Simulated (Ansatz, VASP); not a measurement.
Given: the input of a run of VASP 6.6.1 on SiC.

The input INCAR:

```
ALGO = Normal
EDIFF = 1E-6
EDIFFG = -0.01
ENCUT = 600
GGA = RE
IBRION = 2
ISIF = 3
ISMEAR = -1
IVDW = 13
LASPH = T
LCHARG = F
LREAL = F
LWAVE = F
NELM = 60
NSW = 60
PREC = Accurate
SIGMA = 0.05
```

File KPOINTS:

```
k-points
0
Gamma
  10 10 5
```

File POSCAR:

```
SiC
1.0
    3.0760000000      0.0000000000      0.0000000000
   -1.5380000000      2.6638941420      0.0000000000
    0.0000000000      0.0000000000      5.0480000000
Si C
2 2
Direct
    0.6666666667      0.3333333333      0.5000000000
    0.3333333333      0.6666666667      0.0000000000
    0.6666666667      0.3333333333      0.8850000000
    0.3333333333      0.6666666667      0.3850000000
```

Potentials or basis: VASP PAW PBE potentials, release 64 (Si, C).

Command:

```sh
$ cat potpaw_PBE.64/Si/POTCAR potpaw_PBE.64/C/POTCAR > POTCAR
$ mpirun -np 1 vasp_std > vasp.out
```

Q: Set up the same calculation for Ansatz 0.2.0. Potentials there: Ansatz PAW.

A: As run (the cutoff follows the program's own potentials):

File input.yaml:

```yaml
crystal:
  lattice:
    - [3.076, 0.0, 0.0]
    - [-1.538, 2.663894142, 0.0]
    - [0.0, 0.0, 5.048]
  atoms:
    - { symbol: Si, position: [0.6666666667, 0.3333333333, 0.5] }
    - { symbol: Si, position: [0.3333333333, 0.6666666667, 0.0] }
    - { symbol: C, position: [0.6666666667, 0.3333333333, 0.885] }
    - { symbol: C, position: [0.3333333333, 0.6666666667, 0.385] }
hamiltonian:
  xc: revpbe
  pseudopotentials: { kind: paw }
  dispersion: d4
kpoints:
  mp_grid: { grid: [10, 10, 5] }
scf:
  occupations: { method: fermi_dirac, width: 0.05 }
output:
  forces: true
  stress: true
relax:
  f_tol: 0.01
  max_steps: 40
  cell: { stress_tol: 0.05 }
```

Potentials or basis: Ansatz PAW.

Launch:

```console
$ ansatz run input.yaml --threads 2 --pin off --max-ram 5632MiB --backend cpu --events-out ev --progress --plain --runs-dir out
```

Both were run:

|  | VASP | Ansatz | Ansatz less VASP |
| --- | --- | --- | --- |
| relaxed volume (Å³/atom) | 10.17 | 10.20 | +0.030 |
| relaxed length of the cell vector where the two differ most in proportion (Å) | 5.020 | 5.026 | +0.0052 |

VASP's potentials were made for PBE, not for revPBE.

Noted on Ansatz's run: odd divisions of the mesh miss points on the zone boundary, where band edges often lie, so the gap on the mesh can be too wide; the plane-wave basis is chosen anew once the cell has moved, so the energies of steps on either side of that aren't comparable.
